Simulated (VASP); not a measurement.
# AlN (P6_3mc) in VASP: G0W0 quasiparticle levels with PBE

Aim: the G0W0 quasiparticle levels of AlN with PBE.

Everything below comes from runs of VASP 6.6.1. Logs are shortened: lines on timing, memory, paths and dates and some standing lists are left out, and cuts for length are marked.

## Step 1: The cell of the first run

The structure is hexagonal, space group P6_3mc (No. 186). Conventional cell: a = 3.107 Å, b = 3.107 Å, c = 4.979 Å, α = 90.00°, β = 90.00°, γ = 120.00°. Within 2.5 Å of Al (site symmetry 3m) lie 4 N at 1.89 to 1.90 Å. Within 2.5 Å of N (site symmetry 3m) lie 4 Al at 1.89 to 1.90 Å.

## Step 2: G0W0 quasiparticle levels, PBE

POSCAR

```
AlN
1.0
    3.1066945036      0.0000000000      0.0000000000
   -1.5533472518      2.6904763619      0.0000000000
    0.0000000000      0.0000000000      4.9785885494
Al N
2 2
Direct
    0.3333333333      0.6666666667     -0.0007956041
    0.6666666667      0.3333333333      0.4992043959
    0.3333333333      0.6666666667      0.3807956041
    0.6666666667      0.3333333333      0.8807956041
```

INCAR.step1

```
  PREC = Accurate
  ENCUT = 500
  EDIFF = 1E-8
  ISMEAR = 0
  SIGMA = 0.01
  LREAL = False
  LASPH = True
  NELM = 100
  ALGO = Normal
  LWAVE = True
  LCHARG = False
  GGA = PE
```

INCAR.step2

```
  PREC = Accurate
  ENCUT = 500
  EDIFF = 1E-8
  ISMEAR = 0
  SIGMA = 0.01
  LREAL = False
  LASPH = True
  NELM = 1
  ALGO = Exact
  LWAVE = True
  LCHARG = False
  GGA = PE
  NBANDS = 75
  LOPTICS = True
  ISTART = 1
```

INCAR.step3

```
  PREC = Accurate
  ENCUT = 500
  EDIFF = 1E-8
  ISMEAR = 0
  SIGMA = 0.01
  LREAL = False
  LASPH = True
  ALGO = EVGW0
  LWAVE = False
  LCHARG = False
  GGA = PE
  NELMGW = 1
  NBANDS = 75
  ENCUTGW = 80.0
  NOMEGA = 96
  PRECFOCK = Fast
  ISTART = 1
  NBANDSGW = 16
  OMEGAMAX = 30
```

KPOINTS

```
regular mesh
0
Gamma
  6 6 4
```

Potentials or basis: VASP PAW PBE potentials, release 64 (Al_GW, N_GW).

Launch:

```bash
cat potpaw_PBE.64/Al_GW/POTCAR potpaw_PBE.64/N_GW/POTCAR > POTCAR
cp INCAR.step1 INCAR
mpirun -np 1 vasp_std > vasp.out
cp INCAR.step2 INCAR
mpirun -np 1 vasp_std > vasp.out
cp INCAR.step3 INCAR
mpirun -np 1 vasp_std > vasp.out
```

OUTCAR:

```text
PREC = Accurate
   ENCUT = 500
   EDIFF = 1E-8
   ISMEAR = 0
   LREAL = False
   LASPH = True
   GGA = PE
   NELMGW = 1
   ENCUTGW = 80.0
   PRECFOCK = Fast
   ISTART = 1

 ion  position               nearest neighbor table
   1  0.333  0.667  0.999-   4 1.89   4 1.89   4 1.89   3 1.90
   2  0.667  0.333  0.499-   3 1.89   3 1.89   3 1.89   4 1.90
   3  0.333  0.667  0.381-   2 1.89   2 1.89   2 1.89   1 1.90
   4  0.667  0.333  0.881-   1 1.89   1 1.89   1 1.89   2 1.90

  LATTYP: Found a hexagonal cell.
 ALAT       =     3.1066945036
 C/A-ratio  =     1.6025356029

  Lattice vectors:

 A1 = (   3.1066945036,   0.0000000000,   0.0000000000)
 A2 = (  -1.5533472518,   2.6904763619,   0.0000000000)
 A3 = (   0.0000000000,   0.0000000000,   4.9785885494)

Analysis of symmetry for initial positions (statically):
=====================================================================
 Subroutine PRICEL returns:
 Original cell was already a primitive cell.

 Routine SETGRP: Setting up the symmetry group for a
 hexagonal supercell.

 Subroutine GETGRP returns: Found 12 space group operations
 (whereof  6 operations were pure point group operations)
 out of a pool of 24 trial point group operations.

The static configuration has the point symmetry C_3v.
 The point group associated with its full space group is C_6v.

Analysis of symmetry for dynamics (positions and initial velocities):
=====================================================================
 Subroutine PRICEL returns:
 Original cell was already a primitive cell.

 Routine SETGRP: Setting up the symmetry group for a
 hexagonal supercell.

 Subroutine GETGRP returns: Found 12 space group operations
 (whereof  6 operations were pure point group operations)
 out of a pool of 24 trial point group operations.

The dynamic configuration has the point symmetry C_3v.
 The point group associated with its full space group is C_6v.

 Subroutine INISYM returns: Found 12 space group operations
 (whereof  6 operations are pure point group operations),
 and found     1 'primitive' translations

----------------------------------------------------------------------------------------

                                     Primitive cell

  volume of cell :      41.6135

  direct lattice vectors                    reciprocal lattice vectors
     3.106694504  0.000000000  0.000000000     0.321885528  0.185840696  0.000000000
    -1.553347252  2.690476362  0.000000000     0.000000000  0.371681392  0.000000000
     0.000000000  0.000000000  4.978588549     0.000000000  0.000000000  0.200860141

  length of vectors
     3.106694504  3.106694504  4.978588549     0.371681392  0.371681392  0.200860141

  position of ions in fractional coordinates (direct lattice)
     0.333333333  0.666666667  0.999204396
     0.666666667  0.333333333  0.499204396
     0.333333333  0.666666667  0.380795604
     0.666666667  0.333333333  0.880795604

  ion indices of the primitive-cell ions
   primitive index   ion index
                 1           1
                 2           2
                 3           3
                 4           4

----------------------------------------------------------------------------------------

 KPOINTS: regular mesh

Automatic generation of k-mesh.
 Grid dimensions read from file:
 generate k-points for:    6    6    4

 Generating k-lattice:

  Cartesian coordinates                     Fractional coordinates (reciprocal lattice)
     0.053647588  0.030973449  0.000000000     0.166666667 -0.000000000  0.000000000
     0.000000000  0.061946899  0.000000000     0.000000000  0.166666667  0.000000000
     0.000000000  0.000000000  0.050215035     0.000000000  0.000000000  0.250000000

  Length of vectors
     0.061946899  0.061946899  0.050215035

  Shift w.r.t. Gamma in fractional coordinates (k-lattice)
     0.000000000  0.000000000  0.000000000

 Subroutine IBZKPT returns following result:
 ===========================================

 Found     21 irreducible k-points:

 Following reciprocal coordinates:
            Coordinates               Weight
  0.000000  0.000000  0.000000      1.000000
  0.166667  0.000000  0.000000      6.000000
  0.333333  0.000000  0.000000      6.000000
  0.500000  0.000000  0.000000      3.000000
  0.166667  0.166667  0.000000      6.000000
  0.333333  0.166667  0.000000     12.000000
[... 13 lines left out ...]
  0.333333  0.166667  0.500000     12.000000
  0.333333  0.333333  0.500000      2.000000
   k-points           NKPTS =     21   k-points in BZ     NKDIM =    144   number of bands    NBANDS=     75
   number of dos      NEDOS =    301   number of ions     NIONS =      4
   total plane-waves  NPLWV =  20736
   dimension x,y,z NGX =    24 NGY =   24 NGZ =   36
   dimension x,y,z NGXF=    48 NGYF=   48 NGZF=   72
   ions per type =               2   2
   NGX,Y,Z   is equivalent  to a cutoff of  12.84, 12.84, 12.02 a.u.
   NGXF,Y,Z  is equivalent  to a cutoff of  25.69, 25.69, 24.04 a.u.
 SYSTEM =  unknown system
   PREC   = accura    normal or accurate (medium, high low for compatibility)
   ISTART =      1    job   : 0-new  1-cont  2-samecut
   ICHARG =      0    charge: 1-file 2-atom 10-const
   ISPIN  =      1    spin polarized calculation?
   LNONCOLLINEAR =      F non collinear calculations
   LSORBIT =      F    spin-orbit coupling
   LASPH  =      T    aspherical Exc in radial PAW
   ENCUT  =  500.0 eV  36.75 Ry    6.06 a.u.   5.66  5.66  9.08*2*pi/ulx,y,z
   NELM   =     60;   NELMIN=  2; NELMDL=  0     # of ELM steps
   EDIFF  = 0.1E-07   stopping-criterion for ELM
   LREAL  =      F    real-space projection
   EDIFFG = 0.1E-06   stopping-criterion for IOM
   NSW    =      0    number of steps for IOM
   IBRION =     -1    ionic relax: 0-MD 1-quasi-New 2-CG
   NFREE  =      0    steps in history (QN), initial steepest desc. (CG)
   ISIF   =      0    stress and relaxation
   ISYM   =      3    0-nonsym 1-usesym 2-fastsym
   POTIM  = 0.5000    time-step for ionic-motion
   TEBEG  =    0.0;   TEEND  =   0.0 temperature during run
   PSTRESS=    0.0 pullay stress
   NELECT =      16.0000    total number of electrons
   NUPDOWN=      -1.0000    fix difference up-down
   EMIN   =  10.00;   EMAX   =-10.00  energy-range for DOS
   EFERMI =   0.00;   METHOD = LEGACY
   ISMEAR =     0;   SIGMA  =   0.01  broadening in eV -4-tet -1-fermi 0-gaus
   EFERMI_NEDOS =   21; number of points for ismear=-14 and -15
   IALGO  =     38    algorithm
   IMIX   =      4    mixing-type and parameters
     AMIX     =   0.40;   BMIX     =  1.00
     AMIX_MAG =   1.60;   BMIX_MAG =  1.00
  volume/ion in A,a.u.               =      10.40        70.21
  Fermi-wavevector in a.u.,A,eV,Ry     =   1.190429  2.249585 19.281105  1.417121
  Thomas-Fermi vector in A             =   2.326514
   LORBIT       =      0    0 simple, 1 ext, 2 COOP (PROOUT), +10 PAW based schemes
   GGA     = PE    functional components
   LHFCALC =     T    Hartree Fock is set to
   PRECFOCK=fast      Normal, Fast or Accurate (Low or Medium for compatibility)
   ENCUT4O =  -1.0   cutoff for four orbital integrals eV
   NKREDX  =     1    reduce k-point grid by
   NKREDY  =     1    reduce k-point grid by
   NKREDZ  =     1    reduce k-point grid by
   AEXX    =    1.0000 exact exchange contribution
   HFSCREEN=    0.0000 screening length (either q_TF or 0.3 A-1)
   HFSCREENC=   0.0000 screening length for correlation (either q_TF or 0.3 A-1)
   ENCUTFOCK=  -1.0 apply spherical cutoff to Coloumb kernel
   IVDW    =     0    specifies the selected vdW correction
   LEPSILON=     F    determine dielectric tensor
   LRPA    =     F    only Hartree local field effects (RPA)
   LRPAFORCE           =     F    calculate RPA forces
   ENCUTGW             =  80.0    cutoff for response function in eV
   ENCUTGWSOFT         =  64.0    soft cutoff for Coulomb kernel in GW response function in eV
   ENCUTLF             =  -1.0    cutoff for local field effects
   NELMGW              =     1    number of iterations in solving QP/BSE equation
   NELMHF              =     1    number of iterations in the inner HF iteration
   NKREDLFX            =     1    NKREDLFY  =   1   NKREDLFZ  =   1
 non-spin polarized calculation
 Gauss-broadening in eV      SIGMA  =   0.01
  energy-cutoff  :      500.00
  volume of cell :       41.61
 maximum number of plane-waves:      1087
 NGX is ok and might be reduce to    24
  NGX = 14; NGY = 14; NGZ = 24
   NGX = 11   NGY = 11   NGZ = 19
 maximum number of plane-waves:        74
 NGX is ok and might be reduce to    10

 QP shifts <psi_nk| G(iteration)W_0 |psi_nk>: iteration 1
 for sc-GW calculations column KS-energies equals QP-energies in previous step
 and V_xc(KS)=  KS-energies - (<T + V_ion + V_H > + <T+V_H+V_ion>^1  + <V_x>^1)

 k-point   1 :       0.0000    0.0000    0.0000
  band No.  KS-energies  QP-energies   sigma(KS)   V_xc(KS)     V^pw_x(r,r')   Z            occupation Imag(sigma)

      1     -10.0500     -11.3663     -16.6018     -14.7991     -24.7856       0.7302       2.0000       1.2348
      2      -7.8952      -9.0255     -17.9252     -16.3528     -25.8761       0.7189       2.0000       0.9344
      3      -0.8540      -1.9619     -14.1680     -12.6498     -18.5340       0.7298       2.0000       0.1985
      4       4.3017       3.6910     -17.1052     -16.3214     -20.6263       0.7792       2.0000       0.0829
      5       4.3017       3.6910     -17.1052     -16.3214     -20.6263       0.7792       2.0000       0.0829
      6       4.9515       4.4572     -17.4146     -16.7841     -20.8179       0.7840       2.0000       0.0773
[... 8 lines left out ...]
     15      18.3328      19.5582      -8.9775     -10.5160      -4.0336       0.7965       0.0000      -0.1476
     16      18.3328      19.5582      -8.9775     -10.5160      -4.0336       0.7965       0.0000      -0.1476

 k-point   2 :       0.1667    0.0000    0.0000
  band No.  KS-energies  QP-energies   sigma(KS)   V_xc(KS)     V^pw_x(r,r')   Z            occupation Imag(sigma)

      1      -9.7017     -10.9814     -16.7387     -14.9792     -24.8779       0.7273       2.0000       1.1888
      2      -7.7060      -8.8313     -18.0584     -16.4986     -25.9784       0.7215       2.0000       0.9100
      3      -0.4359      -1.5262     -14.3024     -12.8164     -18.5451       0.7337       2.0000       0.1782
      4       2.8793       2.0652     -16.0121     -14.9587     -19.6012       0.7729       2.0000       0.0979
      5       3.6630       2.9857     -16.5330     -15.6628     -19.9590       0.7783       2.0000       0.0867
      6       3.9087       3.2269     -16.7981     -15.9211     -20.3492       0.7775       2.0000       0.0863
[... 8 lines left out ...]
     15      17.5486      18.7354      -9.3589     -10.8489      -4.5724       0.7966       0.0000      -0.1301
     16      17.9823      19.0362      -8.7032     -10.0190      -3.8112       0.8010       0.0000      -0.1615
[... 348 lines left out ...]
      5       2.5285       1.6455     -15.6574     -14.5119     -19.2663       0.7708       2.0000       0.1026
      6       2.5285       1.6455     -15.6574     -14.5119     -19.2663       0.7708       2.0000       0.1026
[... 8 lines left out ...]
     15      18.6533      19.9097      -9.9277     -11.5306      -4.7838       0.7838       0.0000      -0.1916
     16      18.6533      19.9097      -9.9277     -11.5306      -4.7838       0.7838       0.0000      -0.1916

 k-point  21 :       0.3333    0.3333    0.5000
  band No.  KS-energies  QP-energies   sigma(KS)   V_xc(KS)     V^pw_x(r,r')   Z            occupation Imag(sigma)

      1      -7.4921      -8.6073     -18.2471     -16.7119     -26.1469       0.7264       2.0000       0.8895
      2      -7.4921      -8.6073     -18.2471     -16.7119     -26.1469       0.7264       2.0000       0.8895
      3       0.3166      -0.7160     -14.8587     -13.4721     -18.9846       0.7447       2.0000       0.1519
      4       0.3166      -0.7160     -14.8587     -13.4721     -18.9846       0.7447       2.0000       0.1519
      5       1.2860       0.2452     -14.8105     -13.4445     -18.5654       0.7619       2.0000       0.1229
      6       1.2860       0.2452     -14.8105     -13.4445     -18.5654       0.7619       2.0000       0.1229
[... 8 lines left out ...]
     15      19.0099      20.0266      -8.8694     -10.1413      -3.9145       0.7993       0.0000      -0.1840
     16      19.0099      20.0266      -8.8694     -10.1413      -3.9145       0.7993       0.0000      -0.1840
```

Run time: 16 min. Hardware: 1 thread of Intel Xeon 8259CL, shared host; peak memory 0.64 GiB.

What came out:

| Property | Result |
| --- | --- |
| Quasiparticle gap | 5.59 eV |
| Least direct quasiparticle gap | 5.59 eV |
| Band gap of the starting levels on the mesh | 4.24 eV |
| Least direct gap of the starting levels on the mesh | 4.24 eV |

Caveat: the k points lie up to 0.39 Å⁻¹ apart; bands, screening cutoff and mesh are small and nothing is extrapolated, so the quasiparticle values aren't converged.
